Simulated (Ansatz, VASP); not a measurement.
**PbS: VASP beside Ansatz**

The input INCAR:

```
ALGO = Normal ; EDIFF = 1E-6
ENCUT = 520 ; GGA = PE
ISIF = 2 ; ISMEAR = -1
LASPH = True ; LCHARG = False
LREAL = False ; LWAVE = False
NBANDS = 28 ; NELM = 100
PREC = Accurate ; SIGMA = 0.01
```

The input KPOINTS:

```
k-points
0
Gamma
  7 7 3
```

The input POSCAR:

```
PbS
1.0
    2.9981715043     -2.9568771850      0.0000000000
    2.9981715043      2.9568771850      0.0000000000
   -1.1012328289      0.0000000000     11.9389422255
Pb S
2 2
Direct
    0.7756000000      0.7756000000      0.6363800000
    0.2244000000      0.2244000000      0.3636200000
    0.2684000000      0.2684000000      0.5986000000
    0.7316000000      0.7316000000      0.4014000000
```

Input for Ansatz:

```yaml
crystal:
  lattice:
    - [2.9981715043, -2.956877185, 0.0]
    - [2.9981715043, 2.956877185, 0.0]
    - [-1.1012328289, 0.0, 11.9389422255]
  atoms:
    - { symbol: Pb, position: [0.7756, 0.7756, 0.63638] }
    - { symbol: Pb, position: [0.2244, 0.2244, 0.36362] }
    - { symbol: S, position: [0.2684, 0.2684, 0.5986] }
    - { symbol: S, position: [0.7316, 0.7316, 0.4014] }
kpoints:
  mp_grid: { grid: [7, 7, 3] }
  band_path:
    path:
      - [0.0, 0.0, 0.0]
      - [-0.4952296494, 0.4952296494, 0.0]
      - [-0.5047703506, -0.4952296494, 0.0]
      - [-0.5, -0.5, 0.0]
      - [0.0, 0.0, 0.0]
      - [-0.5, -0.5, 0.5]
      - [-0.5160352562, -0.4839647438, 0.5]
      - [-0.4839647438, 0.4839647438, 0.5]
      - [0.0, 0.0, 0.5]
    npoints: 5
scf:
  occupations: { method: fermi_dirac, width: 0.01 }
hamiltonian:
  xc: pbe
  pseudopotentials: { kind: all_electron, lapw: { basis_error: 0.0005 } }
output:
  forces: true
  stress: true
  eigenvalues: true
```

Change from the starting cell: volume scaled by 1.06.

Alike in both runs: task single point; functional PBE; k mesh 7 × 7 × 3; occupations fermi-dirac, width 0.01 eV; no spin polarisation.

|  | VASP | Ansatz |
| --- | --- | --- |
| version | VASP 6.6.1 | Ansatz 0.2.0 |
| potentials or method | VASP PAW PBE potentials, release 64 (Pb_d, S), cutoff 520 eV | all-electron LAPW, scalar-relativistic |

VASP gave:

```
gap on the k mesh at the Fermi level (eV) : 1.35
rms of the force components (eV/Å)        : 0.326
```

Problem. Estimate Ansatz's values.

Solution. gap on the k mesh at the Fermi level (eV): 1.35; rms of the force components (eV/Å): 0.325.

Atom by atom the forces differ by 0.002 eV/Å (rms over components). Ansatz ran all-electron here, and VASP with PAW potentials.

Neither program's run includes spin-orbit coupling.
